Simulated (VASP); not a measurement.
# ZrC (Fm-3m) in VASP: further runs

Runs on ZrC. Level: PBEsol. Tasks: electric field gradients.

All numbers are computed with VASP 6.6.1; they aren't measurements. Logs are shortened: lines on timing, memory, paths and dates and some standing lists are left out, and cuts for length are marked.

### Step 1. The cell of the first run

Symmetry: Fm-3m, No. 225, cubic system. Conventional cell: a = 4.747 Å, b = 4.747 Å, c = 4.747 Å, α = 90.00°, β = 90.00°, γ = 90.00°. Zr (site symmetry m-3m) has 6 C at 2.37 Å within 3.1 Å. C (site symmetry m-3m) has 6 Zr at 2.37 Å within 3.1 Å.

### Step 2. Electric field gradients, PBEsol (volume scaled by 1.03)

INCAR reads:

```
SYSTEM = ZrC
PREC = Accurate
ENCUT = 520
EDIFF = 1E-8
ISMEAR = -1
SIGMA = 0.05
LREAL = .False.
LASPH = .True.
NELM = 100
ALGO = Normal
ISIF = 2
LWAVE = .False.
LCHARG = .False.
GGA = PS
LEFG = .True.
NBANDS = 15
```

KPOINTS reads:

```
regular mesh
0
Gamma
  15 15 15
  0 0 0
```

POSCAR reads:

```
ZrC
1.0
    0.0000000000      2.3734809194      2.3734809194
    2.3734809194      0.0000000000      2.3734809194
    2.3734809194      2.3734809194      0.0000000000
Zr C
1 1
Direct
    0.5000000000      0.5000000000      0.5000000000
    0.0000000000      0.0000000000      0.0000000000
```

Potentials or basis: VASP PAW PBE potentials, release 64 (Zr_sv, C).

The run is started by

```sh
cat potpaw_PBE.64/Zr_sv/POTCAR potpaw_PBE.64/C/POTCAR > POTCAR
mpirun -np 1 vasp_std > vasp.out
```

OUTCAR:

```text
SYSTEM = ZrC
   PREC = Accurate
   ENCUT = 520
   EDIFF = 1E-8
   ISMEAR = -1
   LREAL = .False.
   LASPH = .True.
   NELM = 100
   ISIF = 2
   GGA = PS

 ion  position               nearest neighbor table
   1  0.500  0.500  0.500-   2 2.37   2 2.37   2 2.37   2 2.37   2 2.37   2 2.37
   2  0.000  0.000  0.000-   1 2.37   1 2.37   1 2.37   1 2.37   1 2.37   1 2.37

  LATTYP: Found a face centered cubic cell.
 ALAT       =     4.7469618388

  Lattice vectors:

 A1 = (   0.0000000000,   2.3734809194,   2.3734809194)
 A2 = (   2.3734809194,   0.0000000000,   2.3734809194)
 A3 = (   2.3734809194,   2.3734809194,   0.0000000000)

Analysis of symmetry for initial positions (statically):
=====================================================================
 Subroutine PRICEL returns:
 Original cell was already a primitive cell.

 Routine SETGRP: Setting up the symmetry group for a
 face centered cubic supercell.

 Subroutine GETGRP returns: Found 48 space group operations
 (whereof 48 operations were pure point group operations)
 out of a pool of 48 trial point group operations.

The static configuration has the point symmetry O_h .

Analysis of symmetry for dynamics (positions and initial velocities):
=====================================================================
 Subroutine PRICEL returns:
 Original cell was already a primitive cell.

 Routine SETGRP: Setting up the symmetry group for a
 face centered cubic supercell.

 Subroutine GETGRP returns: Found 48 space group operations
 (whereof 48 operations were pure point group operations)
 out of a pool of 48 trial point group operations.

The dynamic configuration has the point symmetry O_h .

 Subroutine INISYM returns: Found 48 space group operations
 (whereof 48 operations are pure point group operations),
 and found     1 'primitive' translations

----------------------------------------------------------------------------------------

                                     Primitive cell

  volume of cell :      26.7416

  direct lattice vectors                    reciprocal lattice vectors
     0.000000000  2.373480919  2.373480919    -0.210661057  0.210661057  0.210661057
     2.373480919  0.000000000  2.373480919     0.210661057 -0.210661057  0.210661057
     2.373480919  2.373480919  0.000000000     0.210661057  0.210661057 -0.210661057

  length of vectors
     3.356608906  3.356608906  3.356608906     0.364875654  0.364875654  0.364875654

  position of ions in fractional coordinates (direct lattice)
     0.500000000  0.500000000  0.500000000
     0.000000000  0.000000000  0.000000000

  ion indices of the primitive-cell ions
   primitive index   ion index
                 1           1
                 2           2

----------------------------------------------------------------------------------------

 KPOINTS: regular mesh

Automatic generation of k-mesh.
 Grid dimensions read from file:
 generate k-points for:   15   15   15

 Generating k-lattice:

  Cartesian coordinates                     Fractional coordinates (reciprocal lattice)
    -0.014044070  0.014044070  0.014044070     0.066666667  0.000000000  0.000000000
     0.014044070 -0.014044070  0.014044070     0.000000000  0.066666667  0.000000000
     0.014044070  0.014044070 -0.014044070     0.000000000  0.000000000  0.066666667

  Length of vectors
     0.024325044  0.024325044  0.024325044

  Shift w.r.t. Gamma in fractional coordinates (k-lattice)
     0.000000000  0.000000000  0.000000000

 Subroutine IBZKPT returns following result:
 ===========================================

 Found    120 irreducible k-points:

 Following reciprocal coordinates:
            Coordinates               Weight
  0.000000  0.000000  0.000000      1.000000
  0.066667  0.000000  0.000000      8.000000
  0.133333  0.000000  0.000000      8.000000
  0.200000  0.000000  0.000000      8.000000
  0.266667  0.000000  0.000000      8.000000
  0.333333  0.000000  0.000000      8.000000
[... 16 lines left out ...]
  0.133333  0.133333  0.000000      6.000000
  0.200000  0.133333  0.000000     24.000000
 [... further k-points ...]
   k-points           NKPTS =    120   k-points in BZ     NKDIM =    120   number of bands    NBANDS=     15
   number of dos      NEDOS =    301   number of ions     NIONS =      2
   total plane-waves  NPLWV =  21952
   dimension x,y,z NGX =    28 NGY =   28 NGZ =   28
   dimension x,y,z NGXF=    56 NGYF=   56 NGZF=   56
   ions per type =               1   1
   NGX,Y,Z   is equivalent  to a cutoff of  13.87, 13.87, 13.87 a.u.
   NGXF,Y,Z  is equivalent  to a cutoff of  27.74, 27.74, 27.74 a.u.
 SYSTEM =  ZrC
   PREC   = accura    normal or accurate (medium, high low for compatibility)
   ISTART =      0    job   : 0-new  1-cont  2-samecut
   ICHARG =      2    charge: 1-file 2-atom 10-const
   ISPIN  =      1    spin polarized calculation?
   LNONCOLLINEAR =      F non collinear calculations
   LSORBIT =      F    spin-orbit coupling
   LASPH  =      T    aspherical Exc in radial PAW
   ENCUT  =  520.0 eV  38.22 Ry    6.18 a.u.   6.24  6.24  6.24*2*pi/ulx,y,z
   NELM   =    100;   NELMIN=  2; NELMDL= -5     # of ELM steps
   EDIFF  = 0.1E-07   stopping-criterion for ELM
   LREAL  =      F    real-space projection
   EDIFFG = 0.1E-06   stopping-criterion for IOM
   NSW    =      0    number of steps for IOM
   IBRION =     -1    ionic relax: 0-MD 1-quasi-New 2-CG
   NFREE  =      0    steps in history (QN), initial steepest desc. (CG)
   ISIF   =      2    stress and relaxation
   ISYM   =      2    0-nonsym 1-usesym 2-fastsym
   POTIM  = 0.5000    time-step for ionic-motion
   TEBEG  =    0.0;   TEEND  =   0.0 temperature during run
   PSTRESS=    0.0 pullay stress
   NELECT =      16.0000    total number of electrons
   NUPDOWN=      -1.0000    fix difference up-down
   EMIN   =  10.00;   EMAX   =-10.00  energy-range for DOS
   EFERMI =   0.00;   METHOD = LEGACY
   ISMEAR =    -1;   SIGMA  =   0.05  broadening in eV -4-tet -1-fermi 0-gaus
   EFERMI_NEDOS =   21; number of points for ismear=-14 and -15
   IALGO  =     38    algorithm
   IMIX   =      4    mixing-type and parameters
     AMIX     =   0.40;   BMIX     =  1.00
     AMIX_MAG =   1.60;   BMIX_MAG =  1.00
  volume/ion in A,a.u.               =      13.37        90.23
  Fermi-wavevector in a.u.,A,eV,Ry     =   1.379492  2.606861 25.891850  1.902997
  Thomas-Fermi vector in A             =   2.504456
   LORBIT       =      0    0 simple, 1 ext, 2 COOP (PROOUT), +10 PAW based schemes
   GGA     = PS    functional components
   LHFCALC =     F    Hartree Fock is set to
   AEXX    =    0.0000 exact exchange contribution
   IVDW    =     0    specifies the selected vdW correction
   LEPSILON=     F    determine dielectric tensor
   LRPA    =     F    only Hartree local field effects (RPA)
 non-spin polarized calculation
  energy-cutoff  :      520.00
  volume of cell :       26.74
 maximum number of plane-waves:       745
 NGX is ok and might be reduce to    28
   NGX = 13   NGY = 13   NGZ = 13

 number of electron      16.0000000 magnetization

 Free energy of the ion-electron system (eV)
  ---------------------------------------------------
  ext. energy  EPLUGINS =         0.00000000
  ---------------------------------------------------
  free energy    TOTEN  =       -20.53292658 eV

  energy without entropy =      -20.53022050  energy(sigma->0) =      -20.53157354

 E-fermi :   9.1403     XC(G=0): -12.1350

 val. band max:        9.1345749672   @ k =   0.3333   0.2667   0.0000
 cond. band min:       9.1531330590   @ k =   0.4000   0.3333   0.0000
 fundamental gap:      0.0185580918
 Fermi energy:         9.1402692925

 k-point     1 :       0.0000    0.0000    0.0000
  band No.  band energies     occupation
      1     -38.9322      2.00000
      2     -16.6912      2.00000
      3     -16.6912      2.00000
      4     -16.6912      2.00000
      5      -2.0202      2.00000
      6      10.0998      0.00000
      7      10.0998      0.00000
      8      10.0998      0.00000
      9      10.2027      0.00000
     10      10.2027      0.00000
     11      10.2027      0.00000
     12      11.8772      0.00000
     13      11.8772      0.00000
     14      16.1143      0.00000
     15      19.4822      0.00000
[... 397 lines left out ...]
 k-point    24 :       0.2000    0.1333    0.0000
  band No.  band energies     occupation
      1     -38.9005      2.00000
      2     -16.9116      2.00000
      3     -16.7557      2.00000
      4     -16.7474      2.00000
      5      -1.2647      2.00000
      6       6.8794      2.00000
      7       8.4750      2.00000
      8       8.7255      1.99950
      9       9.7043      0.00003
     10      12.0057      0.00000
     11      12.4077      0.00000
     12      13.0164      0.00000
     13      14.8175      0.00000
     14      18.2190      0.00000
     15      21.5693      0.00000

 [... further k-points ...]
[... 5 lines left out ...]
  --------------------------------------------------------------------------------------
  -------------------------------------------------------------------------------------
  Total       -1.7195173     -1.7195173     -1.7195173      0.0000000     -0.0000000      0.0000000
  in kB     -103.0219837   -103.0219837   -103.0219837      0.0000000     -0.0000000      0.0000000
  external PRESSURE =    -103.0219837 kB  Pullay stress =       0.0000000 kB

 VOLUME and BASIS-vectors are now :
 -----------------------------------------------------------------------------
  energy-cutoff  :      520.00
  volume of cell :       26.74
      direct lattice vectors                 reciprocal lattice vectors
     0.000000000  2.373480919  2.373480919    -0.210661057  0.210661057  0.210661057
     2.373480919  0.000000000  2.373480919     0.210661057 -0.210661057  0.210661057
     2.373480919  2.373480919  0.000000000     0.210661057  0.210661057 -0.210661057

 POSITION                                       TOTAL-FORCE (eV/Angst)
 -----------------------------------------------------------------------------------
      2.37348      2.37348      2.37348         0.000000     -0.000000      0.000000
      0.00000      0.00000      0.00000        -0.000000      0.000000     -0.000000
 -----------------------------------------------------------------------------------
    total drift:                                0.000000      0.000000      0.000000

  FREE ENERGIE OF THE ION-ELECTRON SYSTEM (eV)
  ---------------------------------------------------
  free  energy   TOTEN  =       -20.5329265799 eV

  energy  without entropy=      -20.5302204966  energy(sigma->0) =      -20.53157354

 Electric field gradients (V/A^2)
---------------------------------------------------------------------
 ion       V_xx      V_yy      V_zz      V_xy      V_xz      V_yz
---------------------------------------------------------------------
   1       0.000    -0.000     0.000    -0.000    -0.000    -0.000
   2      -0.000    -0.000     0.000    -0.000    -0.000    -0.000
---------------------------------------------------------------------

 Electric field gradients after diagonalization (V/A^2)
 (convention: |V_zz| > |V_xx| > |V_yy|)
----------------------------------------------------------------------
 ion       V_xx      V_yy      V_zz     asymmetry (V_yy - V_xx)/ V_zz
----------------------------------------------------------------------
   1       0.000     0.000    -0.000       0.000
   2       0.000     0.000    -0.000       0.000
----------------------------------------------------------------------

           NMR quadrupolar parameters

 Cq : quadrupolar parameter    Cq=e*Q*V_zz/h
 eta: asymmetry parameters     (V_yy - V_xx)/ V_zz
 Q  : nuclear electric quadrupole moment in mb (millibarn)
----------------------------------------------------------------------
 ion       Cq(MHz)       eta       Q (mb)
----------------------------------------------------------------------
   1      -0.000       0.000       1.000
   2      -0.000       0.000       1.000
----------------------------------------------------------------------
```

Wall time 57 s (1 thread of Intel Xeon Platinum 8488C (Sapphire Rapids), shared host); peak memory 0.19 GiB.

Results:

```
Free energy            : -20.5329 eV
Pressure               : -10.3 GPa
Band gap on the k mesh : zero (band 8 reaches 10.10 eV, above the bottom of band 9 at 8.79 eV)
```

Caveat: without QUAD_EFG the Cq values of the log hold for a quadrupole moment of 1 mb, not for the nuclei; the PAW data sets were made with another functional, which shifts forces and pressure a little.

(Part 1 of 4 ends here.)
